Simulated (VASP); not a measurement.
# HfB2 (P6/mmm) in VASP: a series of runs, part 2 of 2

VASP 6.6.1. The steps go on from the part before.

## Step 6: Single point, PBEsol (equal xx and yy strain of -1 %)

INCAR reads:

```
SYSTEM = HfB2
  ALGO = Normal
  EDIFF = 1E-6
  ENCUT = 520
  GGA = PS
  ISIF = 2
  ISMEAR = -1
  LASPH = .True.
  LCHARG = .False.
  LREAL = .False.
  LWAVE = .False.
  NBANDS = 15
  NELM = 60
  PREC = Accurate
  SIGMA = 0.05
```

KPOINTS reads:

```
k-points
0
Gamma
  13 13 11
  0 0 0
```

POSCAR reads:

```
HfB2
1.0
    3.1086000995      0.0000000000      0.0000000000
   -1.5543000498      2.6921266564      0.0000000000
    0.0000000000      0.0000000000      3.4800000000
Hf B
1 2
Direct
    0.0000000000      0.0000000000      0.0000000000
    0.3333333333      0.6666666667      0.5000000000
    0.6666666667      0.3333333333      0.5000000000
```

Potentials or basis: VASP PAW PBE potentials, release 64 (Hf_pv, B).

Started as:

```console
> cat potpaw_PBE.64/Hf_pv/POTCAR potpaw_PBE.64/B/POTCAR > POTCAR
> mpirun -np 1 vasp_std > vasp.out
```

OUTCAR:

```text
SYSTEM = HfB2
   EDIFF = 1E-6
   ENCUT = 520
   GGA = PS
   ISIF = 2
   ISMEAR = -1
   LASPH = .True.
   LREAL = .False.
   NELM = 60
   PREC = Accurate

 ion  position               nearest neighbor table
   1  0.000  0.000  0.000-   2 2.50   3 2.50   2 2.50   3 2.50   3 2.50   3 2.50   2 2.50   2 2.50
                             3 2.50   3 2.50   2 2.50   2 2.50
   2  0.333  0.667  0.500-   3 1.79   3 1.79   3 1.79   1 2.50   1 2.50   1 2.50   1 2.50   1 2.50
                             1 2.50
   3  0.667  0.333  0.500-   2 1.79   2 1.79   2 1.79   1 2.50   1 2.50   1 2.50   1 2.50   1 2.50
                             1 2.50

  LATTYP: Found a hexagonal cell.
 ALAT       =     3.1086000995
 C/A-ratio  =     1.1194749690

  Lattice vectors:

 A1 = (   3.1086000995,   0.0000000000,   0.0000000000)
 A2 = (  -1.5543000498,   2.6921266564,   0.0000000000)
 A3 = (   0.0000000000,   0.0000000000,   3.4800000000)

Analysis of symmetry for initial positions (statically):
=====================================================================
 Subroutine PRICEL returns:
 Original cell was already a primitive cell.

 Routine SETGRP: Setting up the symmetry group for a
 hexagonal supercell.

 Subroutine GETGRP returns: Found 24 space group operations
[... 180 lines left out ...]
      5       4.5649      2.00000
      6       4.8531      2.00000
      7       4.8531      2.00000
      8       4.8791      2.00000
      9      11.8102      0.00000
     10      11.8102      0.00000
     11      12.3916      0.00000
     12      12.3916      0.00000
     13      12.8669      0.00000
     14      12.8669      0.00000
[... 401 lines left out ...]
      2     -22.4659      2.00000
      3     -22.3157      2.00000
      4      -5.5009      2.00000
      5       3.5269      2.00000
      6       3.8106      2.00000
      7       4.8268      2.00000
      8       5.7044      2.00000
      9       9.9889      0.00000
     10      10.4795      0.00000
     11      12.3646      0.00000
     12      12.5478      0.00000
     13      13.4181      0.00000
     14      14.9689      0.00000
     15      15.2621      0.00000

 [... further k-points ...]
[... 5 lines left out ...]
  --------------------------------------------------------------------------------------
  -------------------------------------------------------------------------------------
  Total        0.5004150      0.5004150     -0.5014770     -0.0000000      0.0000000     -0.0000000
  in kB       27.5296901     27.5296901    -27.5881148     -0.0000000      0.0000000     -0.0000000
  external PRESSURE =       9.1570885 kB  Pullay stress =       0.0000000 kB

 VOLUME and BASIS-vectors are now :
 -----------------------------------------------------------------------------
  energy-cutoff  :      520.00
  volume of cell :       29.12
      direct lattice vectors                 reciprocal lattice vectors
     3.108600099  0.000000000  0.000000000     0.321688209  0.185726774  0.000000000
    -1.554300050  2.692126656  0.000000000     0.000000000  0.371453549  0.000000000
     0.000000000  0.000000000  3.480000000     0.000000000  0.000000000  0.287356322

 POSITION                                       TOTAL-FORCE (eV/Angst)
 -----------------------------------------------------------------------------------
      0.00000      0.00000      0.00000         0.000000      0.000000      0.000000
     -0.00000      1.79475      1.74000         0.000000      0.000000      0.000000
      1.55430      0.89738      1.74000         0.000000     -0.000000     -0.000000
 -----------------------------------------------------------------------------------
    total drift:                               -0.000000      0.000000      0.000000

  FREE ENERGIE OF THE ION-ELECTRON SYSTEM (eV)
  ---------------------------------------------------
  free  energy   TOTEN  =       -27.8621298020 eV

  energy  without entropy=      -27.8605712097  energy(sigma->0) =      -27.86135051
```

OSZICAR:

```text
N       E                     dE             d eps       ncg     rms          rms(c)
DAV:   1     0.278290057644E+02    0.27829E+02   -0.80042E+03  3788   0.101E+03
DAV:   2    -0.286231291644E+02   -0.56452E+02   -0.53149E+02  5120   0.222E+02
DAV:   3    -0.301322825507E+02   -0.15092E+01   -0.15043E+01  4809   0.267E+01
DAV:   4    -0.301381462984E+02   -0.58637E-02   -0.58628E-02  4585   0.206E+00
DAV:   5    -0.301381790600E+02   -0.32762E-04   -0.32761E-04  4802   0.138E-01    0.548E+01
DAV:   6    -0.279816257689E+02    0.21566E+01   -0.25587E+00  4585   0.118E+01    0.399E+01
DAV:   7    -0.279342532385E+02    0.47373E-01   -0.93051E-01  4858   0.707E+00    0.111E+01
DAV:   8    -0.278666272479E+02    0.67626E-01   -0.24454E-01  4382   0.380E+00    0.159E+00
DAV:   9    -0.278624218998E+02    0.42053E-02   -0.20647E-02  4382   0.116E+00    0.451E-01
DAV:  10    -0.278621240320E+02    0.29787E-03   -0.92639E-04  4802   0.262E-01    0.232E-01
DAV:  11    -0.278621318001E+02   -0.77681E-05   -0.65158E-05  4536   0.603E-02    0.821E-02
DAV:  12    -0.278621297358E+02    0.20644E-05   -0.34554E-06  4606   0.137E-02    0.883E-03
DAV:  13    -0.278621298020E+02   -0.66242E-07   -0.17582E-07  2275   0.350E-03
   1 F= -.27862130E+02 E0= -.27861351E+02  d E =-.155859E-02
```

Run time: 23 s. Hardware: 1 thread of Intel Xeon Platinum 8488C (Sapphire Rapids), shared host; peak memory 0.18 GiB.

Results:

```
Free energy            : -27.8621 eV
Pressure               : 0.9 GPa
Band gap on the k mesh : zero (band 8 reaches 8.43 eV, above the bottom of band 9 at 7.30 eV)
```

Caveat: the cell differs from its parent crystal (equal xx and yy strain of -1 %); the PAW data sets were made with another functional, which shifts forces and pressure a little; spin-orbit coupling is left out, which moves the levels of the heavy elements.

## Step 7: The runs side by side

```tsv
cell	gap on the mesh (eV)	pressure (GPa)
a = 3.046, b = 3.046, c = 3.480 Å, angles 90.0, 90.0, 120.0°, 3 atoms	none	13.3
a = 3.140, b = 3.140, c = 3.376 Å, angles 90.0, 90.0, 120.0°, 3 atoms	none	3.1
a = 3.140, b = 3.140, c = 3.410 Å, angles 90.0, 90.0, 120.0°, 3 atoms	none	0.4
a = 3.140, b = 3.140, c = 3.445 Å, angles 90.0, 90.0, 120.0°, 3 atoms	none	-2.1
a = 3.109, b = 3.109, c = 3.480 Å, angles 90.0, 90.0, 120.0°, 3 atoms	none	0.9
```

Alike in all rows: task single point; level PBEsol; potentials or basis VASP PAW PBE potentials, release 64 (Hf_pv, B); no spin polarisation; k mesh 13 × 13 × 11; cutoff (eV) 520; smearing fermi-dirac 0.05 eV.

Caveats: the PAW data sets were made with another functional, which shifts forces and pressure a little; spin-orbit coupling is left out, which moves the levels of the heavy elements.

Total energies depend on the potentials used, so only differences within one code and one set of settings carry meaning.
